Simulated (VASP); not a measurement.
Wanted: the native input for a VASP 6.6.1 run.

```yaml
Task: single point
Functional: PBE
Potentials_or_basis: VASP PAW PBE potentials, release 64 (Sc_sv, In_d, As)
Cutoff: 520 eV
k_mesh: 4 × 4 × 4
Occupations: gaussian, width 0.1 eV
Spin: no spin polarisation
Dipole_correction: no
Further_INCAR_settings: ALGO = Fast; EDIFF = 1e-06; NBANDS = 39
```

The structure of ScIn3As2 lies in POSCAR:

```
ScIn3As2
1.0
    5.6690021566      0.0000000000      0.0000000000
    0.0000000000      5.6690021566      0.0000000000
    0.0000000000      0.0000000000      8.0983270306
Sc In As
1 3 2
Direct
    0.0000000000      0.0000000000      0.0000000000
    0.0000000000      0.5000000000      0.0000000000
    0.5000000000      0.0000000000      0.0000000000
    0.5000000000      0.5000000000      0.5000000000
    0.5000000000      0.5000000000      0.1846657478
    0.5000000000      0.5000000000      0.8153342522
```

The input as run:

INCAR

```
PREC = Accurate ; ENCUT = 520
EDIFF = 1E-6 ; ISMEAR = 0
SIGMA = 0.1 ; LREAL = F
LASPH = T ; NELM = 80
ALGO = Fast ; ISIF = 2
LWAVE = F ; LCHARG = F
GGA = PE ; NBANDS = 39
```

KPOINTS

```
Automatic mesh
0
Gamma
  4 4 4
```

Potentials or basis: VASP PAW PBE potentials, release 64 (Sc_sv, In_d, As).

Launch:

```sh
$ cat potpaw_PBE.64/Sc_sv/POTCAR potpaw_PBE.64/In_d/POTCAR potpaw_PBE.64/As/POTCAR > POTCAR
$ mpirun -np 1 vasp_std > vasp.out
```

It gave:

* Pressure: 0.0 GPa
* Largest force: 0.004 eV/Å
* Band gap on the k mesh: zero (band 30 reaches 2.45 eV, above the bottom of band 31 at 1.67 eV)

Caveat: spin-orbit coupling is left out, which moves the levels of the heavy elements.

Wall time 5.2 min on 1 thread of Intel(R) Xeon(R) Platinum 8488C (Sapphire Rapids), with other jobs on the host, peak memory 0.42 GiB.
